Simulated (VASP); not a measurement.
Here is a VASP 6.6.1 calculation.

The input INCAR:

```
PREC = Accurate
ENCUT = 400
EDIFF = 1E-6
ISMEAR = 0
SIGMA = 0.02
LREAL = F
LASPH = T
NELM = 120
ALGO = Normal
ISIF = 2
LWAVE = F
LCHARG = F
LDIPOL = T
IDIPOL = 3
DIPOL = 0.5 0.5 0.500
GGA = PE
IVDW = 12
NBANDS = 20
GGA_COMPAT = F
NELMDL = -8
```

KPOINTS

```
Automatic mesh
0
Gamma
  6 6 1
```

Contents of POSCAR:

```
CdI2
1.0
    4.2431949733      0.0000000000      0.0000000000
   -2.1215974867      3.6747146401      0.0000000000
    0.0000000000      0.0000000000     32.9191206082
I Cd
2 1
Direct
    0.6666666667      0.3333333333      0.4474536342
    0.0000000000      0.0000000000      0.5525463658
    0.3333333333      0.6666666667      0.5000096646
```

Potentials or basis: VASP PAW PBE potentials, release 64 (I, Cd).

The run is started by

```console
$ cat potpaw_PBE.64/I/POTCAR potpaw_PBE.64/Cd/POTCAR > POTCAR
$ mpirun -np 1 vasp_std > vasp.out
```

(1) What does it give for the dispersion energy per atom?

(2) Predict the largest force.

(3) Estimate the band gap on the k mesh.

## Answers

(1) -0.249 eV.

(2) 0.059 eV/Å.

(3) 2.46 eV (least direct gap 2.67 eV).

Caveat: the cell differs from its parent crystal (a layer taken out of the bulk); spin-orbit coupling is left out, which moves the levels of the heavy elements.
